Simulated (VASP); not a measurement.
# SnTe (l) (Fm-3m) in VASP: further runs

SnTe (l) is run at these levels: LDA; tasks: single point, relaxation of cell and atoms.

All numbers are computed with VASP 6.6.1; they aren't measurements. Logs are shortened: lines on timing, memory, paths and dates and some standing lists are left out, and cuts for length are marked.

### Step 1. The cell of the first run

It takes space group Fm-3m (No. 225, cubic). The conventional cell has a = 6.236 Å, b = 6.236 Å, c = 6.236 Å, α = 90.00°, β = 90.00°, γ = 90.00°. Sn (site symmetry m-3m) has 6 Te at 3.12 Å within 4.1 Å. Within 4.1 Å of Te (site symmetry m-3m) lie 6 Sn at 3.12 Å.

### Step 2. Single point, LDA

Input file INCAR:

```
SYSTEM = SnTe
ALGO     = Normal         ! electronic algorithm
EDIFF    = 1E-6           ! SCF threshold, eV
ENCUT    = 500            ! plane-wave cutoff, eV
GGA_COMPAT= .FALSE.      
ISIF     = 2              ! what is computed and relaxed
ISMEAR   = 0              ! smearing method
LASPH    = .TRUE.         ! aspherical terms in the spheres
LCHARG   = .FALSE.        ! write CHGCAR
LREAL    = .FALSE.        ! projectors in reciprocal space
LWAVE    = .FALSE.        ! write WAVECAR
NBANDS   = 17             ! bands
NELM     = 120            ! most SCF steps
PREC     = Accurate       ! precision mode
SIGMA    = 0.01           ! smearing width, eV
```

Input file KPOINTS:

```
k-points
0
G
  10 10 10
  0 0 0
```

Input file POSCAR:

```
SnTe
1.0
    0.0000000000      3.1179263808      3.1179263808
    3.1179263808      0.0000000000      3.1179263808
    3.1179263808      3.1179263808      0.0000000000
Sn Te
1 1
Direct
    0.0000000000      0.0000000000      0.0000000000
    0.5000000000      0.5000000000      0.5000000000
```

Potentials or basis: VASP PAW LDA potentials, release 64 (Sn_d, Te).

Launch:

```bash
$ cat potpaw_LDA.64/Sn_d/POTCAR potpaw_LDA.64/Te/POTCAR > POTCAR
$ mpirun -np 1 vasp_std > vasp.out
```

OUTCAR:

```text
SYSTEM = SnTe
   EDIFF = 1E-6
   ENCUT = 500
   ISIF = 2
   ISMEAR = 0
   LASPH = .TRUE.
   LREAL = .FALSE.
   NELM = 120
   PREC = Accurate

 ion  position               nearest neighbor table
   1  0.000  0.000  0.000-   2 3.12   2 3.12   2 3.12   2 3.12   2 3.12   2 3.12
   2  0.500  0.500  0.500-   1 3.12   1 3.12   1 3.12   1 3.12   1 3.12   1 3.12

  LATTYP: Found a face centered cubic cell.
 ALAT       =     6.2358527616

  Lattice vectors:

 A1 = (   0.0000000000,   3.1179263808,   3.1179263808)
 A2 = (   3.1179263808,   0.0000000000,   3.1179263808)
 A3 = (   3.1179263808,   3.1179263808,   0.0000000000)

Analysis of symmetry for initial positions (statically):
=====================================================================
 Subroutine PRICEL returns:
 Original cell was already a primitive cell.

 Routine SETGRP: Setting up the symmetry group for a
 face centered cubic supercell.

 Subroutine GETGRP returns: Found 48 space group operations
 (whereof 48 operations were pure point group operations)
 out of a pool of 48 trial point group operations.

The static configuration has the point symmetry O_h .

Analysis of symmetry for dynamics (positions and initial velocities):
=====================================================================
 Subroutine PRICEL returns:
 Original cell was already a primitive cell.

 Routine SETGRP: Setting up the symmetry group for a
 face centered cubic supercell.

 Subroutine GETGRP returns: Found 48 space group operations
 (whereof 48 operations were pure point group operations)
 out of a pool of 48 trial point group operations.

The dynamic configuration has the point symmetry O_h .

 Subroutine INISYM returns: Found 48 space group operations
 (whereof 48 operations are pure point group operations),
 and found     1 'primitive' translations

----------------------------------------------------------------------------------------

                                     Primitive cell

  volume of cell :      60.6216

  direct lattice vectors                    reciprocal lattice vectors
     0.000000000  3.117926381  3.117926381    -0.160362991  0.160362991  0.160362991
     3.117926381  0.000000000  3.117926381     0.160362991 -0.160362991  0.160362991
     3.117926381  3.117926381  0.000000000     0.160362991  0.160362991 -0.160362991

  length of vectors
     4.409413774  4.409413774  4.409413774     0.277756848  0.277756848  0.277756848

  position of ions in fractional coordinates (direct lattice)
     0.000000000  0.000000000  0.000000000
     0.500000000  0.500000000  0.500000000

  ion indices of the primitive-cell ions
   primitive index   ion index
                 1           1
                 2           2

----------------------------------------------------------------------------------------

 KPOINTS: k-points

Automatic generation of k-mesh.
 Grid dimensions read from file:
 generate k-points for:   10   10   10

 Generating k-lattice:

  Cartesian coordinates                     Fractional coordinates (reciprocal lattice)
    -0.016036299  0.016036299  0.016036299     0.100000000  0.000000000  0.000000000
     0.016036299 -0.016036299  0.016036299     0.000000000  0.100000000  0.000000000
     0.016036299  0.016036299 -0.016036299     0.000000000  0.000000000  0.100000000

  Length of vectors
     0.027775685  0.027775685  0.027775685

  Shift w.r.t. Gamma in fractional coordinates (k-lattice)
     0.000000000  0.000000000  0.000000000

 Subroutine IBZKPT returns following result:
 ===========================================

 Found     47 irreducible k-points:

 Following reciprocal coordinates:
            Coordinates               Weight
  0.000000  0.000000  0.000000      1.000000
  0.100000  0.000000  0.000000      8.000000
  0.200000  0.000000  0.000000      8.000000
  0.300000  0.000000  0.000000      8.000000
  0.400000  0.000000  0.000000      8.000000
  0.500000  0.000000  0.000000      4.000000
[... 16 lines left out ...]
  0.300000  0.300000  0.000000      6.000000
  0.400000  0.300000  0.000000     24.000000
 [... further k-points ...]
   k-points           NKPTS =     47   k-points in BZ     NKDIM =     47   number of bands    NBANDS=     17
   number of dos      NEDOS =    301   number of ions     NIONS =      2
   total plane-waves  NPLWV =  32768
   dimension x,y,z NGX =    32 NGY =   32 NGZ =   32
   dimension x,y,z NGXF=    64 NGYF=   64 NGZF=   64
   ions per type =               1   1
   NGX,Y,Z   is equivalent  to a cutoff of  12.06, 12.06, 12.06 a.u.
   NGXF,Y,Z  is equivalent  to a cutoff of  24.13, 24.13, 24.13 a.u.
 SYSTEM =  SnTe
   PREC   = accura    normal or accurate (medium, high low for compatibility)
   ISTART =      0    job   : 0-new  1-cont  2-samecut
   ICHARG =      2    charge: 1-file 2-atom 10-const
   ISPIN  =      1    spin polarized calculation?
   LNONCOLLINEAR =      F non collinear calculations
   LSORBIT =      F    spin-orbit coupling
   LASPH  =      T    aspherical Exc in radial PAW
   ENCUT  =  500.0 eV  36.75 Ry    6.06 a.u.   8.04  8.04  8.04*2*pi/ulx,y,z
   NELM   =    120;   NELMIN=  2; NELMDL= -5     # of ELM steps
   EDIFF  = 0.1E-05   stopping-criterion for ELM
   LREAL  =      F    real-space projection
   EDIFFG = 0.1E-04   stopping-criterion for IOM
   NSW    =      0    number of steps for IOM
   IBRION =     -1    ionic relax: 0-MD 1-quasi-New 2-CG
   NFREE  =      0    steps in history (QN), initial steepest desc. (CG)
   ISIF   =      2    stress and relaxation
   ISYM   =      2    0-nonsym 1-usesym 2-fastsym
   POTIM  = 0.5000    time-step for ionic-motion
   TEBEG  =    0.0;   TEEND  =   0.0 temperature during run
   PSTRESS=    0.0 pullay stress
   NELECT =      20.0000    total number of electrons
   NUPDOWN=      -1.0000    fix difference up-down
   EMIN   =  10.00;   EMAX   =-10.00  energy-range for DOS
   EFERMI =   0.00;   METHOD = LEGACY
   ISMEAR =     0;   SIGMA  =   0.01  broadening in eV -4-tet -1-fermi 0-gaus
   EFERMI_NEDOS =   21; number of points for ismear=-14 and -15
   IALGO  =     38    algorithm
   IMIX   =      4    mixing-type and parameters
     AMIX     =   0.40;   BMIX     =  1.00
     AMIX_MAG =   1.60;   BMIX_MAG =  1.00
  volume/ion in A,a.u.               =      30.31       204.55
  Fermi-wavevector in a.u.,A,eV,Ry     =   1.131208  2.137672 17.410431  1.279631
  Thomas-Fermi vector in A             =   2.267906
   LORBIT       =      0    0 simple, 1 ext, 2 COOP (PROOUT), +10 PAW based schemes
   GGA     = CA    functional components
   LHFCALC =     F    Hartree Fock is set to
   AEXX    =    0.0000 exact exchange contribution
   IVDW    =     0    specifies the selected vdW correction
   LEPSILON=     F    determine dielectric tensor
   LRPA    =     F    only Hartree local field effects (RPA)
 non-spin polarized calculation
 Gauss-broadening in eV      SIGMA  =   0.01
  energy-cutoff  :      500.00
  volume of cell :       60.62
 maximum number of plane-waves:      1572
   NGX = 17   NGY = 17   NGZ = 17

 number of electron      20.0000007 magnetization

 Free energy of the ion-electron system (eV)
  ---------------------------------------------------
  ext. energy  EPLUGINS =         0.00000000
  ---------------------------------------------------
  free energy    TOTEN  =        -8.83240412 eV

  energy without entropy =       -8.83240412  energy(sigma->0) =       -8.83240412

 E-fermi :   7.1922     XC(G=0):  -9.8776

 val. band max:        7.0705202732   @ k =   0.5000   0.0000   0.0000
 cond. band min:       7.2811054618   @ k =   0.5000   0.0000   0.0000
 fundamental gap:      0.2105851886
 Fermi energy:         7.1921694752

 k-point     1 :       0.0000    0.0000    0.0000
  band No.  band energies     occupation
      1     -14.6676      2.00000
      2     -14.6676      2.00000
      3     -14.6565      2.00000
      4     -14.6565      2.00000
      5     -14.6565      2.00000
      6      -5.9154      2.00000
[... 9 lines left out ...]
     16      11.8618      0.00000
     17      13.8201      0.00000

 k-point     2 :       0.1000    0.0000    0.0000
  band No.  band energies     occupation
      1     -14.6681      2.00000
      2     -14.6681      2.00000
      3     -14.6564      2.00000
      4     -14.6559      2.00000
      5     -14.6559      2.00000
      6      -5.8268      2.00000
[... 9 lines left out ...]
     16      12.0758      0.00000
     17      14.6002      0.00000

 k-point     3 :       0.2000    0.0000    0.0000
  band No.  band energies     occupation
      1     -14.6695      2.00000
      2     -14.6695      2.00000
      3     -14.6559      2.00000
      4     -14.6540      2.00000
      5     -14.6540      2.00000
      6      -5.5698      2.00000
[... 9 lines left out ...]
     16      12.6687      0.00000
     17      16.1814      0.00000

 k-point     4 :       0.3000    0.0000    0.0000
  band No.  band energies     occupation
      1     -14.6714      2.00000
      2     -14.6714      2.00000
      3     -14.6554      2.00000
      4     -14.6515      2.00000
      5     -14.6515      2.00000
      6      -5.1805      2.00000
[... 9 lines left out ...]
     16      13.6008      0.00000
     17      17.9717      0.00000

 k-point     5 :       0.4000    0.0000    0.0000
  band No.  band energies     occupation
      1     -14.6731      2.00000
      2     -14.6731      2.00000
      3     -14.6550      2.00000
      4     -14.6494      2.00000
      5     -14.6494      2.00000
      6      -4.7601      2.00000
[... 9 lines left out ...]
     16      14.8246      0.00000
     17      17.1949      0.00000

 k-point     6 :       0.5000    0.0000    0.0000
  band No.  band energies     occupation
      1     -14.6737      2.00000
      2     -14.6737      2.00000
      3     -14.6548      2.00000
      4     -14.6486      2.00000
      5     -14.6486      2.00000
      6      -4.5515      2.00000
[... 9 lines left out ...]
     16      16.0104      0.00000
     17      16.0104      0.00000

 k-point     7 :       0.1000    0.1000    0.0000
  band No.  band energies     occupation
      1     -14.6693      2.00000
      2     -14.6670      2.00000
      3     -14.6570      2.00000
      4     -14.6554      2.00000
      5     -14.6554      2.00000
      6      -5.7974      2.00000
[... 9 lines left out ...]
     16      12.4484      0.00000
     17      14.1789      0.00000

 k-point     8 :       0.2000    0.1000    0.0000
  band No.  band energies     occupation
      1     -14.6713      2.00000
      2     -14.6672      2.00000
      3     -14.6570      2.00000
      4     -14.6540      2.00000
      5     -14.6537      2.00000
      6      -5.5968      2.00000
[... 9 lines left out ...]
     16      13.1074      0.00000
     17      14.9628      0.00000
[... 203 lines left out ...]
      1     -14.6786      2.00000
      2     -14.6694      2.00000
      3     -14.6551      2.00000
      4     -14.6493      2.00000
      5     -14.6472      2.00000
      6      -4.4610      2.00000
[... 9 lines left out ...]
     16      16.1714      0.00000
     17      16.8749      0.00000

 k-point    20 :      -0.4000    0.2000    0.0000
  band No.  band energies     occupation
      1     -14.6769      2.00000
      2     -14.6713      2.00000
      3     -14.6533      2.00000
      4     -14.6500      2.00000
      5     -14.6480      2.00000
      6      -4.3999      2.00000
[... 9 lines left out ...]
     16      14.7711      0.00000
     17      17.6934      0.00000

 k-point    21 :      -0.3000    0.2000    0.0000
  band No.  band energies     occupation
      1     -14.6742      2.00000
      2     -14.6723      2.00000
      3     -14.6533      2.00000
      4     -14.6503      2.00000
      5     -14.6498      2.00000
      6      -4.6689      2.00000
[... 9 lines left out ...]
     16      15.1935      0.00000
     17      16.5678      0.00000

 k-point    22 :      -0.2000    0.2000    0.0000
  band No.  band energies     occupation
      1     -14.6723      2.00000
      2     -14.6713      2.00000
      3     -14.6548      2.00000
      4     -14.6520      2.00000
      5     -14.6507      2.00000
      6      -5.0538      2.00000
[... 9 lines left out ...]
     16      15.3100      0.00000
     17      15.7066      0.00000

 k-point    23 :       0.3000    0.3000    0.0000
  band No.  band energies     occupation
      1     -14.6808      2.00000
      2     -14.6640      2.00000
      3     -14.6596      2.00000
      4     -14.6484      2.00000
      5     -14.6484      2.00000
      6      -4.9556      2.00000
[... 9 lines left out ...]
     16      15.7461      0.00000
     17      15.7461      0.00000

 k-point    24 :       0.4000    0.3000    0.0000
  band No.  band energies     occupation
      1     -14.6833      2.00000
      2     -14.6641      2.00000
      3     -14.6595      2.00000
      4     -14.6469      2.00000
      5     -14.6466      2.00000
      6      -4.6521      2.00000
[... 9 lines left out ...]
     16      16.4439      0.00000
     17      16.8416      0.00000

 [... further k-points ...]
[... 5 lines left out ...]
  --------------------------------------------------------------------------------------
  -------------------------------------------------------------------------------------
  Total        0.0114778      0.0114778      0.0114778      0.0000000      0.0000000     -0.0000000
  in kB        0.3033486      0.3033486      0.3033486      0.0000000      0.0000000     -0.0000000
  external PRESSURE =       0.3033486 kB  Pullay stress =       0.0000000 kB

 VOLUME and BASIS-vectors are now :
 -----------------------------------------------------------------------------
  energy-cutoff  :      500.00
  volume of cell :       60.62
      direct lattice vectors                 reciprocal lattice vectors
     0.000000000  3.117926381  3.117926381    -0.160362991  0.160362991  0.160362991
     3.117926381  0.000000000  3.117926381     0.160362991 -0.160362991  0.160362991
     3.117926381  3.117926381  0.000000000     0.160362991  0.160362991 -0.160362991

 POSITION                                       TOTAL-FORCE (eV/Angst)
 -----------------------------------------------------------------------------------
      0.00000      0.00000      0.00000        -0.000000     -0.000000     -0.000000
      3.11793      3.11793      3.11793         0.000000      0.000000      0.000000
 -----------------------------------------------------------------------------------
    total drift:                                0.000000     -0.000000     -0.000000

  FREE ENERGIE OF THE ION-ELECTRON SYSTEM (eV)
  ---------------------------------------------------
  free  energy   TOTEN  =        -8.8324041163 eV

  energy  without entropy=       -8.8324041163  energy(sigma->0) =       -8.83240412
```

Wall time 53 s (1 thread of AMD EPYC 7R43 (Zen 3), shared host); peak memory 0.15 GiB.

Results:

| Item | Value |
| --- | --- |
| Free energy | -8.8324 eV |
| Pressure | 0.0 GPa |
| Band gap on the k mesh | 0.21 eV, direct |

Caveat: spin-orbit coupling is left out, which moves the levels of the heavy elements. A k mesh can miss the band edges.

(Continued in part 2 of 2.)
